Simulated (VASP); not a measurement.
Ga:

```
Ga
1.0
     2.71648    0.00000    0.00000
     0.00000    2.71648    0.00000
     0.00000    0.00000    2.71648
Ga
1
Direct
  0.00000 0.00000 0.00000
```

| Item | Value |
| --- | --- |
| Program | VASP 6.6.1 |
| Task | relaxation of cell and atoms |
| Functional | BLYP |
| Potentials or basis | VASP PAW PBE potentials, release 64 (Ga_d) |
| Cutoff | 600 eV |
| k mesh | 10 × 10 × 10 |
| Occupations | fermi-dirac, width 0.05 eV |
| Spin | no spin polarisation |

At the start: pressure 5.0 GPa; volume 20.05 Å³/atom.

Question: How do energy, volume and symmetry change on relaxing?

Answer: Over 6 steps the energy falls by 33.7 meV/atom and the volume is 22.46 Å³/atom (+12.0 %); space group Pm-3m (No. 221, to 0.05 Å).

The path:
| step | energy change (eV) | largest force (eV/Å) | pressure (GPa) | volume (Å³) |
| --- | --- | --- | --- | --- |
| 1 | 0.0000 | 0.0000 | 5.03 | 20.05 |
| 2 | -0.0324 | 0.0000 | 0.20 | 21.93 |
| 3 | -0.0327 | 0.0000 | 0.69 | 22.00 |
| 4 | -0.0329 | 0.0000 | 0.62 | 22.04 |
| 5 | -0.0334 | 0.0000 | 0.28 | 22.18 |
| 6 | -0.0337 | 0.0000 | -0.07 | 22.46 |

Final structure:
```
Ga
1.0
     2.82148    0.00000    0.00000
     0.00000    2.82148    0.00000
     0.00000    0.00000    2.82148
Ga
1
Direct
  0.00000 0.00000 0.00000
```

Caveat: the PAW data sets were made with another functional, which shifts forces and pressure a little.
